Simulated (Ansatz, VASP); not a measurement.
Te in VASP and in Ansatz

Contents of INCAR:

```
SYSTEM = Te
PREC = Accurate
ENCUT = 520
EDIFF = 1E-6
ISMEAR = -1
SIGMA = 0.05
LREAL = .FALSE.
LASPH = .TRUE.
NELM = 100
ALGO = Normal
ISIF = 2
LWAVE = .FALSE.
LCHARG = .FALSE.
GGA = PE
NBANDS = 9
```

File KPOINTS:

```
regular mesh
0
G
  14 14 14
  0 0 0
```

POSCAR

```
Te
1.0
   -1.6066691148      1.6066691148      1.6066691148
    1.6066691148     -1.6066691148      1.6066691148
    1.6066691148      1.6066691148     -1.6066691148
Te
1
Direct
    0.0000000000      0.0000000000      0.0000000000
```

Input for Ansatz:

```yaml
crystal:
  lattice:
    - [-1.6066691148, 1.6066691148, 1.6066691148]
    - [1.6066691148, -1.6066691148, 1.6066691148]
    - [1.6066691148, 1.6066691148, -1.6066691148]
  atoms:
    - { symbol: Te, position: [0.0, 0.0, 0.0] }
kpoints:
  mp_grid: { grid: [14, 14, 14] }
scf:
  occupations: { method: fermi_dirac, width: 0.05 }
hamiltonian:
  xc: pbe
  pseudopotentials: { kind: all_electron, lapw: { basis_error: 0.001 } }
output:
  forces: true
  stress: true
  eigenvalues: true
  populations: true
```

Change from the starting cell: volume scaled by 0.58, LAPW.

Alike in both runs: task single point; functional PBE; k mesh 14 × 14 × 14; occupations fermi-dirac, width 0.05 eV; no spin polarisation.

|  | VASP | Ansatz |
| --- | --- | --- |
| version | VASP 6.6.1 | Ansatz 0.2.0 |
| potentials or method | VASP PAW PBE potentials, release 64 (Te), cutoff 520 eV | all-electron LAPW, scalar-relativistic |

```csv
,VASP,Ansatz,Ansatz less VASP
pressure (GPa),105.9,105.3,-0.58
```

Both programs put the cell under a high pressure, so it lies far from rest at this level. Ansatz ran all-electron here, and VASP with PAW potentials.

Neither program's run includes spin-orbit coupling. Noted on VASP's run: the cell as given lies far from equilibrium.
